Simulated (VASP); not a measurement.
# MgS in VASP: notebook

The runs below take MgS through single point, with PBE.

All numbers are computed with VASP 6.6.1; they aren't measurements. Logs are shortened: lines on timing, memory, paths and dates and some standing lists are left out, and cuts for length are marked.

### 1 The cell of the first run

The typed cell holds 2 atoms: a = 4.007 Å, b = 4.007 Å, c = 4.007 Å, α = 60.00°, β = 60.00°, γ = 60.00°.

### 2 Single point, PBE (one atom moved)

File INCAR:

```
SYSTEM = MgS
PREC     = Accurate       ! precision mode
ENCUT    = 520            ! plane-wave cutoff, eV
EDIFF    = 1E-7           ! SCF threshold, eV
ISMEAR   = 0              ! smearing method
SIGMA    = 0.02           ! smearing width, eV
LREAL    = .FALSE.        ! projectors in reciprocal space
LASPH    = .TRUE.         ! aspherical terms in the spheres
NELM     = 100            ! most SCF steps
ALGO     = Normal         ! electronic algorithm
ISIF     = 2              ! what is computed and relaxed
LWAVE    = .FALSE.        ! write WAVECAR
LCHARG   = .FALSE.        ! write CHGCAR
GGA      = PE             ! functional
NBANDS   = 11             ! bands
```

File KPOINTS:

```
regular mesh
0
G
  8 8 8
  0 0 0
```

File POSCAR:

```
MgS
1.0
    0.0000000000      2.8331200468      2.8331200468
    2.8331200468      0.0000000000      2.8331200468
    2.8331200468      2.8331200468      0.0000000000
Mg S
1 1
Direct
    0.0026366691      0.0608163428     -0.0488789736
    0.7500000000      0.7500000000      0.7500000000
```

Potentials or basis: VASP PAW PBE potentials, release 64 (Mg, S).

The run is started by

```console
> cat potpaw_PBE.64/Mg/POTCAR potpaw_PBE.64/S/POTCAR > POTCAR
> mpirun -np 1 vasp_std > vasp.out
```

OUTCAR:

```text
SYSTEM = MgS
   PREC = Accurate
   ENCUT = 520
   EDIFF = 1E-7
   ISMEAR = 0
   LREAL = .FALSE.
   LASPH = .TRUE.
   NELM = 100
   ISIF = 2
   GGA = PE

 ion  position               nearest neighbor table
   1  0.003  0.061  0.951-   2 2.26   2 2.46   2 2.51   2 2.62
   2  0.750  0.750  0.750-   1 2.26   1 2.46   1 2.51   1 2.62

  LATTYP: Found a face centered cubic cell.
 ALAT       =     5.6662400936

  Lattice vectors:

 A1 = (   0.0000000000,   2.8331200468,   2.8331200468)
 A2 = (   2.8331200468,   0.0000000000,   2.8331200468)
 A3 = (   2.8331200468,   2.8331200468,   0.0000000000)

Analysis of symmetry for initial positions (statically):
=====================================================================
 Subroutine PRICEL returns:
 Original cell was already a primitive cell.

 Routine SETGRP: Setting up the symmetry group for a
 face centered cubic supercell.

 Subroutine GETGRP returns: Found  1 space group operations
 (whereof  1 operations were pure point group operations)
 out of a pool of 48 trial point group operations.

The static configuration has the point symmetry C_1 .

Analysis of symmetry for dynamics (positions and initial velocities):
=====================================================================
 Subroutine PRICEL returns:
 Original cell was already a primitive cell.

 Routine SETGRP: Setting up the symmetry group for a
 face centered cubic supercell.

 Subroutine GETGRP returns: Found  1 space group operations
 (whereof  1 operations were pure point group operations)
 out of a pool of 48 trial point group operations.

The dynamic configuration has the point symmetry C_1 .

 Subroutine INISYM returns: Found  1 space group operations
 (whereof  1 operations are pure point group operations),
 and found     1 'primitive' translations

----------------------------------------------------------------------------------------

                                     Primitive cell

  volume of cell :      45.4805

  direct lattice vectors                    reciprocal lattice vectors
     0.000000000  2.833120047  2.833120047    -0.176483874  0.176483874  0.176483874
     2.833120047  0.000000000  2.833120047     0.176483874 -0.176483874  0.176483874
     2.833120047  2.833120047  0.000000000     0.176483874  0.176483874 -0.176483874

  length of vectors
     4.006636794  4.006636794  4.006636794     0.305679036  0.305679036  0.305679036

  position of ions in fractional coordinates (direct lattice)
     0.002636669  0.060816343  0.951121026
     0.750000000  0.750000000  0.750000000

  ion indices of the primitive-cell ions
   primitive index   ion index
                 1           1
                 2           2

----------------------------------------------------------------------------------------

 KPOINTS: regular mesh

Automatic generation of k-mesh.
 Grid dimensions read from file:
 generate k-points for:    8    8    8

 Generating k-lattice:

  Cartesian coordinates                     Fractional coordinates (reciprocal lattice)
    -0.022060484  0.022060484  0.022060484     0.125000000  0.000000000  0.000000000
     0.022060484 -0.022060484  0.022060484     0.000000000  0.125000000  0.000000000
     0.022060484  0.022060484 -0.022060484     0.000000000  0.000000000  0.125000000

  Length of vectors
     0.038209879  0.038209879  0.038209879

  Shift w.r.t. Gamma in fractional coordinates (k-lattice)
     0.000000000  0.000000000  0.000000000

 Subroutine IBZKPT returns following result:
 ===========================================

 Found    260 irreducible k-points:

 Following reciprocal coordinates:
            Coordinates               Weight
  0.000000  0.000000  0.000000      1.000000
  0.125000  0.000000  0.000000      2.000000
  0.000000  0.125000  0.000000      2.000000
  0.000000  0.000000  0.125000      2.000000
  0.125000  0.125000  0.125000      2.000000
  0.250000  0.000000  0.000000      2.000000
[... 16 lines left out ...]
  0.125000  0.000000  0.250000      2.000000
  0.125000  0.125000 -0.125000      2.000000
 [... further k-points ...]
   k-points           NKPTS =    260   k-points in BZ     NKDIM =    260   number of bands    NBANDS=     11
   number of dos      NEDOS =    301   number of ions     NIONS =      2
   total plane-waves  NPLWV =  27000
   dimension x,y,z NGX =    30 NGY =   30 NGZ =   30
   dimension x,y,z NGXF=    60 NGYF=   60 NGZF=   60
   ions per type =               1   1
   NGX,Y,Z   is equivalent  to a cutoff of  12.45, 12.45, 12.45 a.u.
   NGXF,Y,Z  is equivalent  to a cutoff of  24.90, 24.90, 24.90 a.u.
 SYSTEM =  MgS
   PREC   = accura    normal or accurate (medium, high low for compatibility)
   ISTART =      0    job   : 0-new  1-cont  2-samecut
   ICHARG =      2    charge: 1-file 2-atom 10-const
   ISPIN  =      1    spin polarized calculation?
   LNONCOLLINEAR =      F non collinear calculations
   LSORBIT =      F    spin-orbit coupling
   LASPH  =      T    aspherical Exc in radial PAW
   ENCUT  =  520.0 eV  38.22 Ry    6.18 a.u.   7.45  7.45  7.45*2*pi/ulx,y,z
   NELM   =    100;   NELMIN=  2; NELMDL= -5     # of ELM steps
   EDIFF  = 0.1E-06   stopping-criterion for ELM
   LREAL  =      F    real-space projection
   EDIFFG = 0.1E-05   stopping-criterion for IOM
   NSW    =      0    number of steps for IOM
   IBRION =     -1    ionic relax: 0-MD 1-quasi-New 2-CG
   NFREE  =      0    steps in history (QN), initial steepest desc. (CG)
   ISIF   =      2    stress and relaxation
   ISYM   =      2    0-nonsym 1-usesym 2-fastsym
   POTIM  = 0.5000    time-step for ionic-motion
   TEBEG  =    0.0;   TEEND  =   0.0 temperature during run
   PSTRESS=    0.0 pullay stress
   NELECT =       8.0000    total number of electrons
   NUPDOWN=      -1.0000    fix difference up-down
   EMIN   =  10.00;   EMAX   =-10.00  energy-range for DOS
   EFERMI =   0.00;   METHOD = LEGACY
   ISMEAR =     0;   SIGMA  =   0.02  broadening in eV -4-tet -1-fermi 0-gaus
   EFERMI_NEDOS =   21; number of points for ismear=-14 and -15
   IALGO  =     38    algorithm
   IMIX   =      4    mixing-type and parameters
     AMIX     =   0.40;   BMIX     =  1.00
     AMIX_MAG =   1.60;   BMIX_MAG =  1.00
  volume/ion in A,a.u.               =      22.74       153.46
  Fermi-wavevector in a.u.,A,eV,Ry     =   0.917269  1.733386 11.447692  0.841382
  Thomas-Fermi vector in A             =   2.042218
   LORBIT       =      0    0 simple, 1 ext, 2 COOP (PROOUT), +10 PAW based schemes
   GGA     = PE    functional components
   LHFCALC =     F    Hartree Fock is set to
   AEXX    =    0.0000 exact exchange contribution
   IVDW    =     0    specifies the selected vdW correction
   LEPSILON=     F    determine dielectric tensor
   LRPA    =     F    only Hartree local field effects (RPA)
 non-spin polarized calculation
 Gauss-broadening in eV      SIGMA  =   0.02
  energy-cutoff  :      520.00
  volume of cell :       45.48
 maximum number of plane-waves:      1243
 NGX is ok and might be reduce to    30
   NGX = 15   NGY = 15   NGZ = 15

 number of electron       8.0000001 magnetization

 Free energy of the ion-electron system (eV)
  ---------------------------------------------------
  ext. energy  EPLUGINS =         0.00000000
  ---------------------------------------------------
  free energy    TOTEN  =        -8.31017718 eV

  energy without entropy =       -8.31017718  energy(sigma->0) =       -8.31017718

 E-fermi :   1.3803     XC(G=0):  -8.3781

 val. band max:        1.2827650671   @ k =   0.0000   0.0000   0.0000
 cond. band min:       4.4658510899   @ k =   0.0000   0.0000   0.0000
 fundamental gap:      3.1830860228
 Fermi energy:         1.3802668026

 k-point     1 :       0.0000    0.0000    0.0000
  band No.  band energies     occupation
      1     -10.2247      2.00000
      2       0.7457      2.00000
      3       1.0889      2.00000
      4       1.2828      2.00000
      5       4.4659      0.00000
      6       8.9505      0.00000
      7       8.9886      0.00000
      8       9.1239      0.00000
      9      11.8734      0.00000
     10      11.9722      0.00000
     11      14.4515      0.00000

 k-point     2 :       0.1250    0.0000    0.0000
  band No.  band energies     occupation
      1     -10.1379      2.00000
      2       0.3015      2.00000
      3       0.8268      2.00000
      4       1.2122      2.00000
      5       5.1220      0.00000
      6       8.7154      0.00000
      7       9.1044      0.00000
      8       9.3896      0.00000
      9      11.4245      0.00000
     10      11.4883      0.00000
     11      14.0646      0.00000

 k-point     3 :       0.0000    0.1250    0.0000
  band No.  band energies     occupation
      1     -10.1354      2.00000
      2       0.1176      2.00000
      3       1.0310      2.00000
      4       1.2198      2.00000
      5       5.0935      0.00000
      6       8.8711      0.00000
      7       9.2015      0.00000
      8       9.2363      0.00000
      9      11.3050      0.00000
     10      11.3620      0.00000
     11      14.2831      0.00000

 k-point     4 :       0.0000    0.0000    0.1250
  band No.  band energies     occupation
      1     -10.1403      2.00000
      2       0.5108      2.00000
      3       0.7582      2.00000
      4       1.0443      2.00000
      5       5.1461      0.00000
      6       8.7742      0.00000
      7       9.0416      0.00000
      8       9.2993      0.00000
      9      11.4852      0.00000
     10      11.6041      0.00000
     11      13.9611      0.00000
[... 239 lines left out ...]
 k-point    22 :       0.0000    0.2500    0.1250
  band No.  band energies     occupation
      1      -9.9237      2.00000
      2      -0.7186      2.00000
      3       0.7399      2.00000
      4       0.9566      2.00000
      5       6.1000      0.00000
      6       8.1535      0.00000
      7       9.2979      0.00000
      8       9.8948      0.00000
      9      10.4178      0.00000
     10      12.0419      0.00000
     11      14.6385      0.00000

 k-point    23 :       0.1250    0.0000    0.2500
  band No.  band energies     occupation
      1      -9.9352      2.00000
      2      -0.4003      2.00000
      3       0.5339      2.00000
      4       0.7797      2.00000
      5       6.1552      0.00000
      6       8.1826      0.00000
      7       9.0238      0.00000
      8       9.7433      0.00000
      9      10.6733      0.00000
     10      12.5042      0.00000
     11      14.3062      0.00000

 k-point    24 :       0.1250    0.1250   -0.1250
  band No.  band energies     occupation
      1      -9.9349      2.00000
      2      -0.4048      2.00000
      3       0.4918      2.00000
      4       0.8255      2.00000
      5       6.1518      0.00000
      6       8.1902      0.00000
      7       9.0491      0.00000
      8       9.7533      0.00000
      9      10.6792      0.00000
     10      12.4295      0.00000
     11      14.3051      0.00000

 [... further k-points ...]
[... 5 lines left out ...]
  --------------------------------------------------------------------------------------
  -------------------------------------------------------------------------------------
  Total        0.7927933      0.6114835      0.4588420     -1.2392619     -0.5995594      0.9657558
  in kB       27.9283714     21.5412237     16.1639976    -43.6564837    -21.1211651     34.0214636
  external PRESSURE =      21.8778642 kB  Pullay stress =       0.0000000 kB

 VOLUME and BASIS-vectors are now :
 -----------------------------------------------------------------------------
  energy-cutoff  :      520.00
  volume of cell :       45.48
      direct lattice vectors                 reciprocal lattice vectors
     0.000000000  2.833120047  2.833120047    -0.176483874  0.176483874  0.176483874
     2.833120047  0.000000000  2.833120047     0.176483874 -0.176483874  0.176483874
     2.833120047  2.833120047  0.000000000     0.176483874  0.176483874 -0.176483874

 POSITION                                       TOTAL-FORCE (eV/Angst)
 -----------------------------------------------------------------------------------
      2.86694      2.70211      0.17977        -0.688925      0.919684     -1.129766
      4.24968      4.24968      4.24968         0.688925     -0.919684      1.129766
 -----------------------------------------------------------------------------------
    total drift:                                0.000000      0.000001     -0.000003

  FREE ENERGIE OF THE ION-ELECTRON SYSTEM (eV)
  ---------------------------------------------------
  free  energy   TOTEN  =        -8.3101771769 eV

  energy  without entropy=       -8.3101771769  energy(sigma->0) =       -8.31017718
```

Run time: 3.1 min. Hardware: 1 thread of Intel Xeon Platinum 8259CL at 2.50GHz (Skylake/Cascade Lake), shared host; peak memory 0.27 GiB.

What came out:

* Free energy: -8.3102 eV
* Pressure: 2.2 GPa
* Largest force: 1.611 eV/Å
* Band gap on the k mesh: 3.18 eV, direct

Forces in eV/Å, atoms in the order of the input:
```
Mg  -0.689  0.920 -1.130
S    0.689 -0.920  1.130
```

Levels at points of the mesh, in eV from the valence-band top:
| k point | band 1 | band 2 | band 3 | band 4 | band 5 | band 6 | band 7 | band 8 | band 9 |
| --- | --- | --- | --- | --- | --- | --- | --- | --- | --- |
| (0.00, 0.00, 0.00) | -11.51 | -0.54 | -0.19 | 0.00 | 3.18 | 7.67 | 7.71 | 7.84 | 10.59 |
| (0.50, 0.00, 0.00) | -10.83 | -3.37 | -0.75 | -0.35 | 4.83 | 7.18 | 7.68 | 8.33 | 12.34 |
| (0.00, 0.50, 0.00) | -10.81 | -3.55 | -0.53 | -0.36 | 4.90 | 7.43 | 7.64 | 8.22 | 12.41 |
| (0.00, 0.00, 0.50) | -10.85 | -3.18 | -0.82 | -0.50 | 4.83 | 7.13 | 7.49 | 8.37 | 12.42 |
| (0.50, 0.50, 0.50) | -10.84 | -3.31 | -0.80 | -0.38 | 4.82 | 7.16 | 7.62 | 8.35 | 12.36 |
| (0.50, 0.50, 0.00) | -10.62 | -3.03 | -1.43 | -1.11 | 3.64 | 5.41 | 10.76 | 12.02 | 12.08 |
| (0.00, 0.50, 0.50) | -10.61 | -3.07 | -1.25 | -1.22 | 3.63 | 5.36 | 10.75 | 12.06 | 12.14 |
| (0.50, 0.00, 0.50) | -10.62 | -3.05 | -1.36 | -1.14 | 3.63 | 5.39 | 10.76 | 12.05 | 12.10 |

Caveat: the cell differs from its parent crystal (one atom moved); forces of over 1 eV/Å act on the atoms, so gaps and moduli don't describe the material at rest. A k mesh can miss the band edges.

### 3 Single point, PBE (strained and its atoms moved)

File INCAR:

```
PREC = Accurate
ENCUT = 520
EDIFF = 1E-7
ISMEAR = 0
SIGMA = 0.02
LREAL = F
LASPH = T
NELM = 100
ALGO = Normal
ISIF = 2
LWAVE = F
LCHARG = T
GGA = PE
LELF = T
LVHAR = T
NBANDS = 11
```

File KPOINTS:

```
regular mesh
0
Gamma
  8 8 8
```

File POSCAR:

```
MgS
1.0
    0.0234582340      2.9830204285      2.9830204285
    2.9572390361      0.0400603175      2.9664183450
    2.9572390361      2.9664183450      0.0400603175
Mg S
1 1
Direct
    0.0151575688      0.0302563606      0.0302563606
    0.7348424312      0.7197436394      0.7197436394
```

Potentials or basis: VASP PAW PBE potentials, release 64 (Mg, S).

The run is started by

```console
> cat potpaw_PBE.64/Mg/POTCAR potpaw_PBE.64/S/POTCAR > POTCAR
> mpirun -np 1 vasp_std > vasp.out
```

Wall time 55 s (1 thread of Intel Xeon Platinum 8375C at 2.90GHz (Ice Lake), shared host); peak memory 0.23 GiB.

It converged, with:

```
Free energy            : -8.1080 eV
Pressure               : -2.0 GPa
Largest force          : 0.794 eV/Å
Band gap on the k mesh : 2.33 eV, direct
```

Forces in eV/Å, atoms in the order of the input:
```
Mg  -0.767 -0.144 -0.144
S    0.767  0.144  0.144
```

Stress tensor (GPa, compression positive):
```
-2.80 -0.32 -0.32
-0.32 -1.60 -2.33
-0.32 -2.33 -1.60
```

Levels at points of the mesh, in eV from the valence-band top:
```csv
k point,band 2,band 3,band 4,band 5,band 6,band 7
"(0.00, 0.00, 0.00)",-0.89,-0.74,0.00,2.33,7.09,7.29
"(0.50, 0.00, 0.00)",-3.36,-1.18,-0.29,4.14,6.70,7.37
"(0.00, 0.50, 0.00)",-3.46,-1.08,-0.33,4.16,6.64,7.35
"(0.50, 0.50, 0.00)",-3.10,-1.57,-1.06,3.39,4.86,9.22
"(0.00, 0.50, 0.50)",-3.01,-1.66,-1.10,3.41,4.89,9.26
"(0.50, 0.50, 0.50)",-2.69,-1.12,-0.95,4.07,6.62,6.81
```

Caveat: the cell differs from its parent crystal (strained and its atoms moved).
